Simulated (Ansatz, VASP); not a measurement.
Two plane-wave programs on Ca

File INCAR:

```
ALGO = Fast
EDIFF = 1E-7
ENCUT = 520
GGA = CA
ISIF = 2
ISMEAR = 0
LASPH = T
LCHARG = F
LREAL = F
LWAVE = F
NBANDS = 11
NELM = 100
PREC = Accurate
SIGMA = 0.1
```

The input KPOINTS:

```
k-points
0
Gamma
  14 14 14
```

File POSCAR:

```
Ca
1.0
    0.0000000000      2.7405234180      2.7405234180
    2.7405234180      0.0000000000      2.7405234180
    2.7405234180      2.7405234180      0.0000000000
Ca
1
Direct
    0.0000000000      0.0000000000      0.0000000000
```

Input for Ansatz:

```yaml
crystal:
  lattice:
    - [0.0, 2.740523418, 2.740523418]
    - [2.740523418, 0.0, 2.740523418]
    - [2.740523418, 2.740523418, 0.0]
  atoms:
    - { symbol: Ca, position: [0.0, 0.0, 0.0] }
basis:
  ecutwfc: 420
kpoints:
  mp_grid: { grid: [14, 14, 14] }
hamiltonian:
  xc: lda
scf:
  occupations: { method: gaussian, width: 0.1 }
output:
  forces: true
  stress: true
  eigenvalues: true
```

Alike in both runs: task single point; functional LDA; k mesh 14 × 14 × 14; occupations gaussian, width 0.1 eV; no spin polarisation.

|  | VASP | Ansatz |
| --- | --- | --- |
| version | VASP 6.6.1 | Ansatz 0.2.0 |
| potentials or method | VASP PAW LDA potentials, release 64 (Ca_sv), cutoff 520 eV | scalar-relativistic, plane waves, PAW |
| valence electrons in the cell | 10 | 10 |

Ansatz gave:

```
gap on the k mesh at the Fermi level (eV) : none
pressure (GPa)                            : -1.4
```

What did VASP give for the same quantities?

gap on the k mesh at the Fermi level (eV): none; pressure (GPa): -1.3.

LDA's correlation is that of Perdew and Zunger in VASP and of Perdew and Wang (1992) in Ansatz. A gap of «none» marks a metal or a gap that the smearing closes.
